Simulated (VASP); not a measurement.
The system is MgO.

```
Mg O
1.0
     3.48402    0.00000    0.00000
    -1.74201    3.01725    0.00000
     0.00000    0.00000    4.18532
Mg O
2 2
Direct
  0.33333 0.66667 0.25000
  0.66667 0.33333 0.75000
  0.66667 0.33333 0.25000
  0.33333 0.66667 0.75000
```

Base run:

| Quantity | Value |
| --- | --- |
| Program | VASP 6.6.1 |
| Functional | r2SCAN |
| Potentials or basis | VASP PAW PBE potentials, release 64 (Mg, O) |
| Cutoff | 520 eV |
| k mesh | 12 × 12 × 6 |
| Occupations | gaussian, width 0.01 eV |
| Spin | no spin polarisation |

Its results: band gap on the k mesh 4.08 eV, direct; pressure -0.8 GPa.

**Question.** The run is repeated on the same cell with these changes: functional from r2SCAN to PBE; k mesh from 12 × 12 × 6 to 6 × 6 × 4. What comes out?

**Answer.** Band gap on the k mesh 3.43 eV, direct; pressure 4.0 GPa.

Several settings changed at once, so the effect can't be laid on one alone.

Caveats: the PAW data sets were made with another functional, which shifts forces and pressure a little (some runs).

A k mesh can miss the band edges.
